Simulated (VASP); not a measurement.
Wanted: the native input for a VASP 6.6.1 run.

```
Task                   : single point
Functional             : PBE
Potentials or basis    : VASP PAW PBE potentials, release 64 (Ag_sv_GW, Os_sv_GW, O)
Cutoff                 : 700 eV
k mesh                 : 4 × 4 × 4
Occupations            : gaussian, width 0.1 eV
Spin                   : collinear spin
Starting moments       : [0.0, 0.0, 1.0, 0.0, 0.0, 0.0, 0.0] μB
Dipole correction      : no
Further INCAR settings : ALGO = Normal; EDIFF = 1e-06; NBANDS = 52
```

The structure of Ag2OsO4 lies in POSCAR:

```
Ag2OsO4
1.0
    4.1926256893      0.0000000000      0.0000000000
    0.0000000000      4.1926256893      0.0000000000
    0.0000000000      0.0000000000      6.4379874440
Ag Os O
2 1 4
Direct
    0.5000000000      0.0000000000      0.5000000000
    0.0000000000      0.5000000000      0.5000000000
    0.0000000000      0.0000000000      0.0000000000
    0.7696564547      0.2303435453      0.8283112157
    0.2303435453      0.2303435453      0.1716887843
    0.2303435453      0.7696564547      0.8283112157
    0.7696564547      0.7696564547      0.1716887843
```

The cell was generated, and may not be a known phase.

One way to write it, as run:

INCAR

```
  PREC = Accurate
  ENCUT = 700
  EDIFF = 1E-6
  ISMEAR = 0
  SIGMA = 0.1
  LREAL = F
  LASPH = T
  NELM = 200
  ALGO = Normal
  ISIF = 2
  LWAVE = F
  LCHARG = F
  ISPIN = 2
  MAGMOM = 0 0 1 0 0 0 0
  LORBIT = 11
  LMAXMIX = 4
  GGA = PE
  NBANDS = 52
  GGA_COMPAT = F
```

KPOINTS

```
regular mesh
0
Gamma
  4 4 4
```

Potentials or basis: VASP PAW PBE potentials, release 64 (Ag_sv_GW, Os_sv_GW, O).

Launch:

```sh
$ cat potpaw_PBE.64/Ag_sv_GW/POTCAR potpaw_PBE.64/Os_sv_GW/POTCAR potpaw_PBE.64/O/POTCAR > POTCAR
$ mpirun -np 1 vasp_std > vasp.out
```

It gave:

The pressure is 0.7 GPa and the largest force is 0.261 eV/Å. The band gap on the k mesh is zero (filled and empty bands overlap), the net moment is 0.00 μB per cell and the valence electrons inside the program's atomic spheres are Ag 16.71; Os 15.73; O 4.94.

Caveat: the k points lie up to 0.37 Å⁻¹ apart, too coarse for converged energies and pressures of a metal; spin-orbit coupling is left out, which moves the levels of the heavy elements.

Wall time 3.3 min on 1 thread of Intel(R) Xeon(R) 6975P-C (Granite Rapids), with other jobs on the host, peak memory 0.48 GiB.
